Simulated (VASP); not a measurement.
# Nd2BeCl: relaxation of cell and atoms with PBE

Nd2BeCl:

```
Nd Be Cl
1.0
     4.26001    0.00000    0.00000
     0.00000    4.26001    0.00000
     0.00000    0.00000    5.64612
Nd Be Cl
2 1 1
Cartesian
  0.0000 0.0000 1.2327
  0.0000 0.0000 4.4134
  2.1300 2.1300 0.0000
  2.1300 2.1300 2.8231
```

The cell was generated, and may not be a known phase.

```yaml
Program: VASP 6.6.1
Task: relaxation of cell and atoms
Functional: PBE
Potentials_or_basis: VASP PAW PBE potentials, release 64 (Nd_3, Be, Cl), 4f in core
Cutoff: 600 eV
k_mesh: 5 × 5 × 4
Occupations: gaussian, width 0.2 eV
Spin: no spin polarisation
Dipole_correction: no
Further_INCAR_settings: ALGO = Normal; EDIFF = 1e-07; IBRION = 2; EDIFFG = -0.08; NSW = 36; ISIF = 3
```

The relaxed volume is 23.42 Å³/atom and the relaxed cell is a = 3.435 Å, b = 3.435 Å, c = 7.939 Å, α = 90.00°, β = 90.00°, γ = 90.00°. The space group after relaxing (to 0.1 Å) is P4/mmm (No. 123). The energy gained by relaxing is 766.2 meV/atom and the ionic steps are 15. The pressure after relaxing is 0.1 GPa, the largest force after relaxing is 0.011 eV/Å and the band gap on the k mesh is zero (an odd number of electrons rules out a gap without spin polarisation).

Forces in eV/Å, atoms in the order of the input:
```
Nd   0.000  0.000 -0.011
Nd   0.000  0.000  0.011
Be   0.000  0.000  0.000
Cl   0.000  0.000  0.000
```

Stress tensor (GPa, compression positive):
```
0.02 0.00 0.00
0.00 0.02 0.00
0.00 0.00 0.27
```

Step by step:
```
step  energy change (eV)  largest force (eV/Å)  pressure (GPa)  volume (Å³)
   1              0.0000                4.6966            1.82       102.46
   2             -1.5405                2.1219           -3.90       105.11
   3             -1.5327                1.7807           -3.34       104.87
   4             -1.5403                2.0337           -3.76       105.05
   5             -2.3588                1.1654           -1.79        96.35
   6             -2.8079                0.6406            3.36        86.78
   7             -2.7820                0.3904            7.27        82.40
   8             -2.8218                0.5095            5.22        84.50
   9             -3.0181                0.3815            0.56        91.74
  10             -3.0182                0.3852            0.71        91.45
  11             -3.0473                0.3075           -0.05        93.03
  12             -3.0534                0.2281           -0.54        94.18
  13             -3.0613                0.0524            0.19        93.28
  14             -3.0613                0.0305            0.28        93.17
  15             -3.0650                0.0112            0.10        93.69
```

Final structure:
```
Nd Be Cl
1.0
     3.43520    0.00000    0.00000
     0.00000    3.43520    0.00000
     0.00000    0.00000    7.93902
Nd Be Cl
2 1 1
Direct
  0.00000 0.00000 0.22182
  0.00000 0.00000 0.77818
  0.50000 0.50000 0.00000
  0.50000 0.50000 0.50000
```

Levels at points of the mesh, in eV from the Fermi level:
```
           k point  band 14  band 15  band 16  band 17  band 18  band 19
(0.00, 0.00, 0.00)    -1.43    -1.02    -0.98    -0.45     2.10     2.10
(0.00, 0.00, 0.50)    -2.47    -0.82    -0.65    -0.20     1.20     1.89
```

Run time: 13 min on 1 thread of AMD EPYC 7R43 64-Core Processor (Zen 3), with other jobs on the host, peak memory 0.23 GiB.

Caveat: a cell axis changed by over 15 % at a fixed basis, so the end point is rough; spin-orbit coupling is left out, which moves the levels of the heavy elements; the 4f electrons are frozen in the core, so they carry no moment and show no levels; the run has no spin polarisation, though such a crystal can be magnetic. Spin polarisation is off, so any magnetic state and its effect on volume and gap are missing.
